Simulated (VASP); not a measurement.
Here is a VASP 6.6.1 calculation.

The input POSCAR:

```
Ti3InSn
1.0
    4.9476436391      0.0000000000      0.0000000000
    0.0000000000      4.9476436391      0.0000000000
    0.0000000000      0.0000000000      4.9476436391
In Sn Ti
1 1 3
Direct
    0.0000000000      0.0000000000      0.0000000000
    0.5000000000      0.5000000000      0.5000000000
    0.5000000000      0.5000000000      0.0000000000
    0.0000000000      0.5000000000      0.5000000000
    0.5000000000      0.0000000000      0.5000000000
```

INCAR.step1

```
PREC = Accurate ; ENCUT = 520
ISMEAR = -1 ; SIGMA = 0.05
LREAL = False ; LASPH = True
NELM = 80 ; NBANDS = 40
GGA = PE ; ALGO = Normal
EDIFF = 1E-4 ; LWAVE = True
LCHARG = False
```

The input INCAR.step2:

```
PREC = Accurate ; ENCUT = 520
EDIFF = 1E-6 ; ISMEAR = -1
SIGMA = 0.05 ; LREAL = False
LASPH = True ; NELM = 80
ALGO = Normal ; ISIF = 2
LWAVE = False ; LCHARG = False
METAGGA = R2SCAN ; LMIXTAU = True
NBANDS = 40 ; ISTART = 1
```

File KPOINTS:

```
Automatic mesh
0
Gamma
  4 4 4
```

Potentials or basis: VASP PAW PBE potentials, release 64 (In_d, Sn_d, Ti_sv).

The run is started by

```sh
$ cat potpaw_PBE.64/In_d/POTCAR potpaw_PBE.64/Sn_d/POTCAR potpaw_PBE.64/Ti_sv/POTCAR > POTCAR
$ cp INCAR.step1 INCAR
$ mpirun -np 1 vasp_std > vasp.out
$ cp INCAR.step2 INCAR
$ mpirun -np 1 vasp_std > vasp.out
```

(1) What does it give for the pressure?

## Answers

(1) 1.7 GPa.

Caveat: the PAW data sets were made with another functional, which shifts forces and pressure a little.
